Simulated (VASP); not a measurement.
# Ga (Cmce) in VASP: single point with PBE

Aim: the single point of Ga with PBE.

Program: VASP 6.6.1. These are calculated values, not measurements. Logs are shortened: lines on timing, memory, paths and dates and some standing lists are left out, and cuts for length are marked.

## Step 1: The cell of the first run

It takes space group Cmce (No. 64, orthorhombic). Conventional cell: a = 4.591 Å, b = 7.739 Å, c = 4.576 Å, α = 90.00°, β = 90.00°, γ = 90.00°. Within 3.3 Å of Ga (site symmetry m) lie 7 Ga at 2.54 to 2.82 Å.

## Step 2: Single point, PBE

INCAR

```
SYSTEM = Ga
PREC = Accurate
ENCUT = 520
EDIFF = 1E-7
ISMEAR = 0
SIGMA = 0.1
LREAL = .False.
LASPH = .True.
NELM = 60
ALGO = Fast
ISIF = 2
LWAVE = .False.
LCHARG = .False.
GGA = PE
NBANDS = 34
```

KPOINTS

```
Automatic mesh
0
Gamma
  10 10 10
  0 0 0
```

POSCAR

```
Ga
1.0
    2.2956826370     -3.8694224456      0.0000000000
    2.2956826370      3.8694224456      0.0000000000
    0.0000000000      0.0000000000      4.5758439608
Ga
4
Direct
    0.8435875569      0.1564124431      0.0823767345
    0.6564124431      0.3435875569      0.5823767345
    0.1564124431      0.8435875569      0.9176232655
    0.3435875569      0.6564124431      0.4176232655
```

Potentials or basis: VASP PAW PBE potentials, release 64 (Ga_d).

Command:

```console
$ cat potpaw_PBE.64/Ga_d/POTCAR > POTCAR
$ mpirun -np 1 vasp_std > vasp.out
```

OUTCAR:

```text
SYSTEM = Ga
   PREC = Accurate
   ENCUT = 520
   EDIFF = 1E-7
   ISMEAR = 0
   LREAL = .False.
   LASPH = .True.
   NELM = 60
   ISIF = 2
   GGA = PE

 ion  position               nearest neighbor table
   1  0.844  0.156  0.082-   3 2.54   2 2.71   2 2.71   4 2.76   4 2.76   3 2.82   3 2.82
   2  0.656  0.344  0.582-   4 2.54   1 2.71   1 2.71   3 2.76   3 2.76   4 2.82   4 2.82
   3  0.156  0.844  0.918-   1 2.54   4 2.71   4 2.71   2 2.76   2 2.76   1 2.82   1 2.82
   4  0.344  0.656  0.418-   2 2.54   3 2.71   3 2.71   1 2.76   1 2.76   2 2.82   2 2.82

  LATTYP: Found a base centered orthorhombic cell.
 ALAT       =     4.5913652740
 B/A-ratio  =     1.6855215016
 C/A-ratio  =     0.9966194558

  Lattice vectors:

 A1 = (   2.2956826370,  -3.8694224456,   0.0000000000)
 A2 = (   2.2956826370,   3.8694224456,   0.0000000000)
 A3 = (   0.0000000000,   0.0000000000,   4.5758439608)

Analysis of symmetry for initial positions (statically):
=====================================================================
 Subroutine PRICEL returns:
 Original cell was already a primitive cell.

 Routine SETGRP: Setting up the symmetry group for a
 base centered orthorhombic supercell.

 Subroutine GETGRP returns: Found  8 space group operations
 (whereof  4 operations were pure point group operations)
 out of a pool of  8 trial point group operations.

The static configuration has the point symmetry C_2h.
 The point group associated with its full space group is D_2h.

Analysis of symmetry for dynamics (positions and initial velocities):
=====================================================================
 Subroutine PRICEL returns:
 Original cell was already a primitive cell.

 Routine SETGRP: Setting up the symmetry group for a
 base centered orthorhombic supercell.

 Subroutine GETGRP returns: Found  8 space group operations
 (whereof  4 operations were pure point group operations)
 out of a pool of  8 trial point group operations.

The dynamic configuration has the point symmetry C_2h.
 The point group associated with its full space group is D_2h.

 Subroutine INISYM returns: Found  8 space group operations
 (whereof  4 operations are pure point group operations),
 and found     1 'primitive' translations

----------------------------------------------------------------------------------------

                                     Primitive cell

  volume of cell :      81.2941

  direct lattice vectors                    reciprocal lattice vectors
[... 93 lines left out ...]
   EDIFFG = 0.1E-05   stopping-criterion for IOM
   NSW    =      0    number of steps for IOM
   IBRION =     -1    ionic relax: 0-MD 1-quasi-New 2-CG
   NFREE  =      0    steps in history (QN), initial steepest desc. (CG)
   ISIF   =      2    stress and relaxation
   ISYM   =      2    0-nonsym 1-usesym 2-fastsym
   POTIM  = 0.5000    time-step for ionic-motion
   TEBEG  =    0.0;   TEEND  =   0.0 temperature during run
   PSTRESS=    0.0 pullay stress
   NELECT =      52.0000    total number of electrons
   NUPDOWN=      -1.0000    fix difference up-down
   EMIN   =  10.00;   EMAX   =-10.00  energy-range for DOS
   EFERMI =   0.00;   METHOD = LEGACY
   ISMEAR =     0;   SIGMA  =   0.10  broadening in eV -4-tet -1-fermi 0-gaus
   EFERMI_NEDOS =   21; number of points for ismear=-14 and -15
   IALGO  =     68    algorithm
   IMIX   =      4    mixing-type and parameters
     AMIX     =   0.40;   BMIX     =  1.00
     AMIX_MAG =   1.60;   BMIX_MAG =  1.00
  volume/ion in A,a.u.               =      20.32       137.15
  Fermi-wavevector in a.u.,A,eV,Ry     =   1.410553  2.665560 27.070982  1.989661
  Thomas-Fermi vector in A             =   2.532495
   LORBIT       =      0    0 simple, 1 ext, 2 COOP (PROOUT), +10 PAW based schemes
   GGA     = PE    functional components
   LHFCALC =     F    Hartree Fock is set to
   AEXX    =    0.0000 exact exchange contribution
   IVDW    =     0    specifies the selected vdW correction
   LEPSILON=     F    determine dielectric tensor
   LRPA    =     F    only Hartree local field effects (RPA)
 non-spin polarized calculation
 RMM-DIIS sequential band-by-band and
 Gauss-broadening in eV      SIGMA  =   0.10
  energy-cutoff  :      520.00
  volume of cell :       81.29
 maximum number of plane-waves:      2223
 NGX is ok and might be reduce to    36
   NGX = 17   NGY = 17   NGZ = 17

 number of electron      52.0000014 magnetization

 Free energy of the ion-electron system (eV)
  ---------------------------------------------------
  ext. energy  EPLUGINS =         0.00000000
  ---------------------------------------------------
  free energy    TOTEN  =       -11.63039577 eV

  energy without entropy =      -11.62552528  energy(sigma->0) =      -11.62796052

 E-fermi :   4.6625     XC(G=0): -10.4667

 val. band max:        4.6604450321   @ k =   0.0000   0.0000   0.4000
 cond. band min:       4.6662190572   @ k =  -0.2000   0.2000   0.4000
 fundamental gap:      0.0057740251
 Fermi energy:         4.6624662618

 k-point     1 :       0.0000    0.0000    0.0000
  band No.  band energies     occupation
      1     -10.3813      2.00000
      2     -10.3757      2.00000
      3     -10.3481      2.00000
      4     -10.3319      2.00000
      5     -10.3105      2.00000
      6     -10.2914      2.00000
[... 877 lines left out ...]
     33      13.4865      0.00000
     34      13.7356      0.00000

 [... further k-points ...]

------------------------ aborting loop because EDIFF is reached ----------------------------------------

  FORCE on cell =-STRESS in cart. coord.  units (eV):
  Direction    XX          YY          ZZ          XY          YZ          ZX
  --------------------------------------------------------------------------------------
  -------------------------------------------------------------------------------------
  Total        0.0484799      0.0667275      0.0403639      0.0000000     -0.0000000      0.0000000
  in kB        0.9554604      1.3150920      0.7955084      0.0000000     -0.0000000      0.0000000
  external PRESSURE =       1.0220202 kB  Pullay stress =       0.0000000 kB

 VOLUME and BASIS-vectors are now :
 -----------------------------------------------------------------------------
  energy-cutoff  :      520.00
  volume of cell :       81.29
      direct lattice vectors                 reciprocal lattice vectors
     2.295682637 -3.869422446  0.000000000     0.217800140 -0.129218251  0.000000000
     2.295682637  3.869422446  0.000000000     0.217800140  0.129218251  0.000000000
     0.000000000  0.000000000  4.575843961     0.000000000  0.000000000  0.218538921

 POSITION                                       TOTAL-FORCE (eV/Angst)
 -----------------------------------------------------------------------------------
      2.29568     -2.65897      0.37694         0.000000      0.000508      0.001064
      2.29568     -1.21045      2.66487         0.000000     -0.000508      0.001064
      2.29568      2.65897      4.19890         0.000000     -0.000508     -0.001064
      2.29568      1.21045      1.91098         0.000000      0.000508     -0.001064
 -----------------------------------------------------------------------------------
    total drift:                               -0.000000     -0.000000      0.000000

  FREE ENERGIE OF THE ION-ELECTRON SYSTEM (eV)
  ---------------------------------------------------
  free  energy   TOTEN  =       -11.6303957725 eV

  energy  without entropy=      -11.6255252759  energy(sigma->0) =      -11.62796052
```

OSZICAR:

```text
N       E                     dE             d eps       ncg     rms          rms(c)
DAV:   1     0.360317333895E+03    0.36032E+03   -0.25483E+04 12888   0.285E+03
DAV:   2     0.329653335051E+02   -0.32735E+03   -0.31943E+03 13000   0.535E+02
DAV:   3    -0.103133110533E+02   -0.43279E+02   -0.42696E+02 14316   0.151E+02
DAV:   4    -0.116865618803E+02   -0.13733E+01   -0.13651E+01 14812   0.299E+01
DAV:   5    -0.117152835909E+02   -0.28722E-01   -0.28692E-01 15890   0.448E+00    0.238E+00
RMM:   6    -0.116437197909E+02    0.71564E-01   -0.18300E-01 15818   0.429E+00    0.131E+00
RMM:   7    -0.116310793448E+02    0.12640E-01   -0.60653E-02 17023   0.223E+00    0.309E-01
RMM:   8    -0.116300332770E+02    0.10461E-02   -0.87375E-03 16827   0.852E-01    0.403E-02
RMM:   9    -0.116303524045E+02   -0.31913E-03   -0.25695E-03 20463   0.392E-01    0.258E-02
RMM:  10    -0.116303861086E+02   -0.33704E-04   -0.34150E-04 17340   0.174E-01    0.984E-03
RMM:  11    -0.116303924388E+02   -0.63302E-05   -0.12078E-04 18320   0.957E-02    0.491E-03
RMM:  12    -0.116303944175E+02   -0.19787E-05   -0.43494E-05 19552   0.518E-02    0.143E-03
RMM:  13    -0.116303957032E+02   -0.12857E-05   -0.12434E-05 18364   0.286E-02    0.220E-03
RMM:  14    -0.116303956187E+02    0.84588E-07   -0.43532E-06 17545   0.177E-02    0.235E-04
RMM:  15    -0.116303957582E+02   -0.13956E-06   -0.12779E-06 14509   0.786E-03    0.360E-04
RMM:  16    -0.116303957725E+02   -0.14243E-07   -0.17271E-07  9024   0.422E-03
   1 F= -.11630396E+02 E0= -.11627961E+02  d E =-.487050E-02
```

Run time: 15 min. Hardware: 1 thread of Intel Xeon 8259CL, shared host; peak memory 0.47 GiB.

Results:

```
Free energy            : -11.6304 eV
Pressure               : 0.1 GPa
Band gap on the k mesh : zero (bands 26 and 27 overlap by 1.32 eV)
```
